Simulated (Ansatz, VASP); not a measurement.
**Ba4Ti3O10 in VASP and in Ansatz**

```
Ba O Ti
1.0
     3.96987    0.00000    0.00000
     0.00000    3.96987    0.00000
     0.00000    0.00000   26.90961
Ba O Ti
4 10 3
Cartesian
  1.9849 1.9849 7.5000
  1.9849 1.9849 11.4699
  1.9849 1.9849 15.4397
  1.9849 1.9849 19.4096
  0.0000 0.0000 7.5000
  1.9849 0.0000 9.4849
  0.0000 1.9849 9.4849
  0.0000 0.0000 11.4699
  1.9849 0.0000 13.4548
  0.0000 1.9849 13.4548
  0.0000 0.0000 15.4397
  1.9849 0.0000 17.4247
  0.0000 1.9849 17.4247
  0.0000 0.0000 19.4096
  0.0000 0.0000 9.4849
  0.0000 0.0000 13.4548
  0.0000 0.0000 17.4247
```

Alike in both runs: task single point; functional PBEsol; k mesh 7 × 7 × 1; occupations gaussian, width 0.05 eV; no spin polarisation.

```csv
,VASP,Ansatz
version,VASP 6.6.1,Ansatz 0.2.0
potentials or method,"VASP PAW PBE potentials, release 64 (Ba_sv, O, Ti_sv), cutoff 520 eV","scalar-relativistic, plane waves, PAW"
valence electrons in the cell,136,136
```

Ansatz gave:

- gap on the k mesh at the Fermi level (eV): 1.92
- least direct gap on the mesh (eV): 1.95
- rms of the force components (eV/Å): 0.268

Task: What did VASP give for the same quantities?

Result: gap on the k mesh at the Fermi level (eV): 1.87; least direct gap on the mesh (eV): 1.92; rms of the force components (eV/Å): 0.251.

VASP's potentials were made for PBE, not for PBEsol. Ansatz's warnings: xc potential rough in thin density.

Neither program's run includes spin-orbit coupling.
